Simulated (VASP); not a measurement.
# Si16B (a cell with a defect) in VASP: single point with PBE

Aim: the single point of Si16B (a cell with a defect) with PBE.

Program: VASP 6.6.1. These are calculated values, not measurements. Logs are shortened: lines on timing, memory, paths and dates and some standing lists are left out, and cuts for length are marked.

## 1. The cell of the first run

The cell holds a defect, 17 atoms: a = 7.679 Å, b = 7.679 Å, c = 7.679 Å, α = 60.00°, β = 60.00°, γ = 60.00°.

## 2. Single point, PBE, collinear spin

Input file INCAR:

```
PREC = Accurate
ENCUT = 520
EDIFF = 1E-6
ISMEAR = 0
SIGMA = 0.02
LREAL = Auto
LASPH = T
NELM = 150
ALGO = Normal
ISIF = 2
LWAVE = F
LCHARG = F
ISPIN = 2
MAGMOM = 0 0 0 0 0 0 0 0 0 0 0 0 0 0 0 0 1
LORBIT = 11
GGA = PE
NBANDS = 52
```

Input file KPOINTS:

```
regular mesh
0
Gamma
  2 2 2
```

Input file POSCAR:

```
Si16B
1.0
    0.0000000000      5.4300000000      5.4300000000
    5.4300000000      0.0000000000      5.4300000000
    5.4300000000      5.4300000000      0.0000000000
Si B
16 1
Direct
    0.0072431767     -0.0024734357      0.0001509880
    0.1267546416      0.1219091043      0.1295752529
    0.0030635105     -0.0009466538      0.5040195303
    0.1254310711      0.1277709344      0.6274385812
    0.0082554996      0.4954480390     -0.0028400532
    0.1256046049      0.6247103174      0.1234181526
    0.0061774629      0.5003242264      0.4962367903
    0.1270992927      0.6247102296      0.6238140400
    0.4992415899     -0.0035462082      0.0065846418
    0.6341570721      0.1141969021      0.1330643746
    0.4970230937      0.0065959505      0.5070482489
    0.6280805406      0.1248834520      0.6310494053
    0.5021877224      0.4974699672     -0.0120055967
    0.6340530163      0.6148732599      0.1224294256
    0.4993855997      0.4998798313      0.5001081362
    0.6338312904      0.6341217042      0.6054920793
    0.6763569149      0.7740297793      0.2524850029
```

Potentials or basis: VASP PAW PBE potentials, release 64 (Si, B).

The run is started by

```console
$ cat potpaw_PBE.64/Si/POTCAR potpaw_PBE.64/B/POTCAR > POTCAR
$ mpirun -np 1 vasp_std > vasp.out
```

OUTCAR:

```text
PREC = Accurate
   ENCUT = 520
   EDIFF = 1E-6
   ISMEAR = 0
   LREAL = Auto
   LASPH = T
   NELM = 150
   ISIF = 2
   ISPIN = 2
   LORBIT = 11
   GGA = PE

 ion  position               nearest neighbor table
   1  0.007  0.998  0.000-   4 2.34   6 2.34  10 2.34   2 2.34
   2  0.127  0.122  0.130-   9 2.34   1 2.34   5 2.34   3 2.35
   3  0.003  0.999  0.504-   8 2.35   2 2.35   4 2.35  12 2.35
   4  0.125  0.128  0.627-  11 2.33   7 2.34   1 2.34   3 2.35
   5  0.008  0.495  0.997-   6 2.34   8 2.34   2 2.34  14 2.35
   6  0.126  0.625  0.123-   7 2.34   1 2.34   5 2.34  13 2.36
   7  0.006  0.500  0.496-   4 2.34  16 2.34   6 2.34   8 2.34
   8  0.127  0.625  0.624-  15 2.33   7 2.34   5 2.34   3 2.35
   9  0.499  0.996  0.007-  17 2.31   2 2.34  12 2.36  10 2.38  14 2.39
  10  0.634  0.114  0.133-  17 2.20   1 2.34  11 2.35   9 2.38  13 2.41
  11  0.497  0.007  0.507-   4 2.33  12 2.34  16 2.34  10 2.35
  12  0.628  0.125  0.631-  11 2.34   3 2.35  15 2.35   9 2.36
  13  0.502  0.497  0.988-   6 2.36  16 2.40  14 2.41  10 2.41
  14  0.634  0.615  0.122-  17 2.13   5 2.35  15 2.37   9 2.39  13 2.41
  15  0.499  0.500  0.500-   8 2.33  16 2.35  12 2.35  14 2.37  17 2.48
  16  0.634  0.634  0.605-  17 2.27   7 2.34  11 2.34  15 2.35  13 2.40
  17  0.676  0.774  0.252-  14 2.13  10 2.20  16 2.27   9 2.31  15 2.48

  LATTYP: Found a face centered cubic cell.
 ALAT       =    10.8600000000

  Lattice vectors:

 A1 = (   0.0000000000,   5.4300000000,   5.4300000000)
 A2 = (   5.4300000000,   0.0000000000,   5.4300000000)
 A3 = (   5.4300000000,   5.4300000000,   0.0000000000)

Analysis of symmetry for initial positions (statically):
=====================================================================
 Subroutine PRICEL returns:
 Original cell was already a primitive cell.

 Routine SETGRP: Setting up the symmetry group for a
 face centered cubic supercell.

 Subroutine GETGRP returns: Found  1 space group operations
 (whereof  1 operations were pure point group operations)
 out of a pool of 48 trial point group operations.

The static configuration has the point symmetry C_1 .

Analysis of symmetry for dynamics (positions and initial velocities):
=====================================================================
 Subroutine PRICEL returns:
 Original cell was already a primitive cell.

 Routine SETGRP: Setting up the symmetry group for a
 face centered cubic supercell.

 Subroutine GETGRP returns: Found  1 space group operations
 (whereof  1 operations were pure point group operations)
 out of a pool of 48 trial point group operations.

The dynamic configuration has the point symmetry C_1 .

Analysis of structural, dynamic, and magnetic symmetry:
=====================================================================
 Subroutine PRICEL returns:
 Original cell was already a primitive cell.

 Routine SETGRP: Setting up the symmetry group for a
 face centered cubic supercell.

 Subroutine GETGRP returns: Found  1 space group operations
 (whereof  1 operations were pure point group operations)
 out of a pool of 48 trial point group operations.

The overall configuration has the point symmetry C_1 .

 Subroutine INISYM returns: Found  1 space group operations
 (whereof  1 operations are pure point group operations),
 and found     1 'primitive' translations

----------------------------------------------------------------------------------------

                                     Primitive cell

  volume of cell :     320.2060

  direct lattice vectors                    reciprocal lattice vectors
     0.000000000  5.430000000  5.430000000    -0.092081031  0.092081031  0.092081031
     5.430000000  0.000000000  5.430000000     0.092081031 -0.092081031  0.092081031
     5.430000000  5.430000000  0.000000000     0.092081031  0.092081031 -0.092081031

  length of vectors
     7.679179644  7.679179644  7.679179644     0.159489025  0.159489025  0.159489025

  position of ions in fractional coordinates (direct lattice)
     0.007243177  0.997526564  0.000150988
     0.126754642  0.121909104  0.129575253
     0.003063510  0.999053346  0.504019530
[... 75 lines left out ...]
   dimension x,y,z NGXF=   120 NGYF=  120 NGZF=  120
   ions per type =              16   1
   NGX,Y,Z   is equivalent  to a cutoff of  12.99, 12.99, 12.99 a.u.
   NGXF,Y,Z  is equivalent  to a cutoff of  25.98, 25.98, 25.98 a.u.
 SYSTEM =  unknown system
   PREC   = accura    normal or accurate (medium, high low for compatibility)
   ISTART =      0    job   : 0-new  1-cont  2-samecut
   ICHARG =      2    charge: 1-file 2-atom 10-const
   ISPIN  =      2    spin polarized calculation?
   LNONCOLLINEAR =      F non collinear calculations
   LSORBIT =      F    spin-orbit coupling
   LASPH  =      T    aspherical Exc in radial PAW
   ENCUT  =  520.0 eV  38.22 Ry    6.18 a.u.  14.28 14.28 14.28*2*pi/ulx,y,z
   NELM   =    150;   NELMIN=  2; NELMDL= -5     # of ELM steps
   EDIFF  = 0.1E-05   stopping-criterion for ELM
   LREAL  =      T    real-space projection
   EDIFFG = 0.1E-04   stopping-criterion for IOM
   NSW    =      0    number of steps for IOM
   IBRION =     -1    ionic relax: 0-MD 1-quasi-New 2-CG
   NFREE  =      0    steps in history (QN), initial steepest desc. (CG)
   ISIF   =      2    stress and relaxation
   ISYM   =      2    0-nonsym 1-usesym 2-fastsym
   POTIM  = 0.5000    time-step for ionic-motion
   TEBEG  =    0.0;   TEEND  =   0.0 temperature during run
   PSTRESS=    0.0 pullay stress
   NELECT =      67.0000    total number of electrons
   NUPDOWN=      -1.0000    fix difference up-down
   EMIN   =  10.00;   EMAX   =-10.00  energy-range for DOS
   EFERMI =   0.00;   METHOD = LEGACY
   ISMEAR =     0;   SIGMA  =   0.02  broadening in eV -4-tet -1-fermi 0-gaus
   EFERMI_NEDOS =   21; number of points for ismear=-14 and -15
   IALGO  =     38    algorithm
   IMIX   =      4    mixing-type and parameters
     AMIX     =   0.40;   BMIX     =  1.00
     AMIX_MAG =   1.60;   BMIX_MAG =  1.00
  volume/ion in A,a.u.               =      18.84       127.11
  Fermi-wavevector in a.u.,A,eV,Ry     =   0.971904  1.836632 12.852022  0.944597
  Thomas-Fermi vector in A             =   2.102159
   LORBIT       =     11    0 simple, 1 ext, 2 COOP (PROOUT), +10 PAW based schemes
   GGA     = PE    functional components
   LHFCALC =     F    Hartree Fock is set to
   AEXX    =    0.0000 exact exchange contribution
   IVDW    =     0    specifies the selected vdW correction
   LEPSILON=     F    determine dielectric tensor
   LRPA    =     F    only Hartree local field effects (RPA)
 spin polarized calculation
 Gauss-broadening in eV      SIGMA  =   0.02
  energy-cutoff  :      520.00
  volume of cell :      320.21
 maximum number of plane-waves:      8646
 NGX is ok and might be reduce to    60
   NGX = 29   NGY = 29   NGZ = 29

 number of electron      67.0000000 magnetization       0.0001272

 number of electron      67.0000000 magnetization      -0.0000157

 Free energy of the ion-electron system (eV)
  ---------------------------------------------------
  ext. energy  EPLUGINS =         0.00000000
  ---------------------------------------------------
  free energy    TOTEN  =       -88.68553244 eV

  energy without entropy =      -88.68553244  energy(sigma->0) =      -88.68553244

 E-fermi :   6.4278     XC(G=0):  -9.5695

 val. band max:        6.3337304756   @ k =   0.0000   0.0000   0.5000
 cond. band min:       6.5468120241   @ k =   0.0000   0.5000   0.5000
 fundamental gap:      0.2130815485
 Fermi energy:         6.4277676637

 spin component 1

 k-point     1 :       0.0000    0.0000    0.0000
  band No.  band energies     occupation
      1      -6.3309      1.00000
      2      -4.1622      1.00000
      3      -3.8923      1.00000
      4      -3.8361      1.00000
      5      -3.6114      1.00000
      6      -2.5151      1.00000
[... 373 lines left out ...]
     44       9.9471      0.00000
     45      10.2644      0.00000
 Fermi energy:         6.4277676637

 spin component 2

 k-point     1 :       0.0000    0.0000    0.0000
  band No.  band energies     occupation
      1      -6.3310      1.00000
      2      -4.1622      1.00000
      3      -3.8923      1.00000
      4      -3.8361      1.00000
      5      -3.6114      1.00000
      6      -2.5151      1.00000
[... 373 lines left out ...]
     44       9.9471      0.00000
     45      10.2644      0.00000
 [bands above 45 left out]

------------------------ aborting loop because EDIFF is reached ----------------------------------------

  FORCE on cell =-STRESS in cart. coord.  units (eV):
  Direction    XX          YY          ZZ          XY          YZ          ZX
  --------------------------------------------------------------------------------------
  -------------------------------------------------------------------------------------
  Total        6.2459861      6.1457667      6.0326041     -0.6060600      1.0235996     -0.5740416
  in kB       31.2523090     30.7508532     30.1846347     -3.0324717      5.1216653     -2.8722646
  external PRESSURE =      30.7292657 kB  Pullay stress =       0.0000000 kB

 VOLUME and BASIS-vectors are now :
 -----------------------------------------------------------------------------
  energy-cutoff  :      520.00
  volume of cell :      320.21
      direct lattice vectors                 reciprocal lattice vectors
     0.000000000  5.430000000  5.430000000    -0.092081031  0.092081031  0.092081031
     5.430000000  0.000000000  5.430000000     0.092081031 -0.092081031  0.092081031
     5.430000000  5.430000000  0.000000000     0.092081031  0.092081031 -0.092081031

 POSITION                                       TOTAL-FORCE (eV/Angst)
 -----------------------------------------------------------------------------------
      5.41739      0.04015      5.45590         0.000482      0.005239     -0.002408
      1.36556      1.39187      1.35024        -0.000849     -0.006343     -0.001768
      8.16169      2.75346      5.44149        -0.003405     -0.002269      0.005389
      4.10079      4.08808      1.37489        -0.000325     -0.001154     -0.004944
      8.10486      5.45941      2.73511         0.001910      0.005117     -0.001381
      4.06234      1.35219      4.07421        -0.007037      0.002101      0.005804
[... 9 lines left out ...]
      6.73110      6.72953      6.88498        -0.007421     -0.003749      0.013008
      5.57398      5.04361      7.87560         0.001528      0.007289      0.006090
 -----------------------------------------------------------------------------------
    total drift:                                0.006868      0.008286      0.005598

  FREE ENERGIE OF THE ION-ELECTRON SYSTEM (eV)
  ---------------------------------------------------
  free  energy   TOTEN  =       -88.6855324351 eV

  energy  without entropy=      -88.6855324351  energy(sigma->0) =      -88.68553244

 total charge

# of ion       s       p       d       tot
------------------------------------------
    1        0.748   0.947   0.000   1.695
    2        0.743   0.957   0.000   1.700
    3        0.739   0.960   0.000   1.699
    4        0.739   0.964   0.000   1.702
    5        0.750   0.940   0.000   1.690
    6        0.744   0.948   0.000   1.692
[... 9 lines left out ...]
   16        0.738   0.941   0.000   1.679
   17        0.799   0.841   0.000   1.640
--------------------------------------------------
tot         12.770  15.894   0.000  28.664

 magnetization (x)

# of ion       s       p       d       tot
------------------------------------------
    1       -0.000  -0.000   0.000  -0.000
    2       -0.000  -0.000   0.000  -0.000
    3        0.000  -0.000   0.000  -0.000
    4       -0.000  -0.000   0.000  -0.000
    5       -0.000  -0.000   0.000  -0.000
    6       -0.000  -0.000   0.000  -0.000
[... 9 lines left out ...]
   16       -0.000  -0.000   0.000  -0.000
   17       -0.000  -0.000   0.000  -0.000
--------------------------------------------------
tot         -0.000  -0.000   0.000  -0.000
```

It took 7.5 min on 1 thread of Intel Xeon Platinum 8259CL at 2.50GHz (Skylake/Cascade Lake), shared host; peak memory 0.7 GiB.

What came out:

```
Free energy                                           : -88.6855 eV
Pressure                                              : 3.1 GPa
Largest force                                         : 0.026 eV/Å
Net moment                                            : 0.00 μB per cell
Valence electrons inside the program's atomic spheres : Si 1.70, 1.69, 1.67, 1.68 (each value once); B 1.64
```

Forces on the atoms (eV/Å):
```
Si   0.000  0.005 -0.002
Si  -0.001 -0.006 -0.002
Si  -0.003 -0.002  0.005
Si   0.000 -0.001 -0.005
Si   0.002  0.005 -0.001
Si  -0.007  0.002  0.006
Si  -0.004 -0.003  0.003
Si   0.006 -0.003 -0.005
Si   0.014  0.003 -0.012
Si  -0.008  0.004  0.000
Si  -0.002 -0.006 -0.003
Si  -0.006  0.008  0.006
Si   0.018 -0.008 -0.017
Si  -0.007  0.005  0.008
Si   0.004 -0.006  0.000
Si  -0.007 -0.004  0.013
B    0.002  0.007  0.006
```

Stress tensor (GPa, compression positive):
```
 3.13 -0.30 -0.29
-0.30  3.08  0.51
-0.29  0.51  3.02
```

Levels at points of the mesh, in eV from the Fermi level:
Spin up:
```csv
k point,band 29,band 30,band 31,band 32,band 33,band 34,band 35,band 36,band 37,band 38
"(0.00, 0.00, 0.00)",-1.60,-1.55,-0.87,-0.50,-0.43,-0.24,0.22,0.25,0.32,0.36
"(0.50, 0.00, 0.00)",-1.64,-1.31,-1.22,-1.18,-1.14,0.19,0.86,1.09,1.11,1.12
"(0.00, 0.50, 0.00)",-1.47,-1.30,-1.25,-1.18,-1.00,-0.16,0.44,1.07,1.09,1.15
"(0.00, 0.00, 0.50)",-1.48,-1.27,-1.25,-1.17,-1.07,-0.09,0.41,1.08,1.12,1.12
"(0.50, 0.50, 0.50)",-1.47,-1.32,-1.28,-1.13,-0.95,-0.26,0.45,1.05,1.14,1.18
"(0.50, 0.50, 0.00)",-1.97,-1.86,-1.75,-1.72,-0.63,0.15,0.67,1.22,1.36,1.44
"(0.00, 0.50, 0.50)",-2.01,-1.81,-1.76,-1.72,-0.64,0.12,0.65,1.26,1.37,1.44
"(0.50, 0.00, 0.50)",-1.94,-1.86,-1.76,-1.73,-0.62,0.22,0.71,1.20,1.30,1.37
```
Spin down:
| k point | band 31 | band 32 | band 33 | band 34 | band 35 | band 36 |
| --- | --- | --- | --- | --- | --- | --- |
| (0.00, 0.00, 0.00) | -0.87 | -0.50 | -0.43 | -0.24 | 0.22 | 0.25 |
| (0.50, 0.00, 0.00) | -1.22 | -1.18 | -1.14 | 0.19 | 0.86 | 1.09 |
| (0.00, 0.50, 0.00) | -1.25 | -1.18 | -1.00 | -0.16 | 0.44 | 1.07 |
| (0.00, 0.00, 0.50) | -1.25 | -1.17 | -1.07 | -0.09 | 0.41 | 1.08 |
| (0.50, 0.50, 0.50) | -1.28 | -1.13 | -0.95 | -0.26 | 0.45 | 1.05 |
| (0.50, 0.50, 0.00) | -1.75 | -1.72 | -0.63 | 0.15 | 0.67 | 1.22 |
| (0.00, 0.50, 0.50) | -1.76 | -1.72 | -0.64 | 0.12 | 0.65 | 1.26 |
| (0.50, 0.00, 0.50) | -1.76 | -1.73 | -0.62 | 0.22 | 0.71 | 1.20 |

Caveat: the k points lie up to 0.50 Å⁻¹ apart.
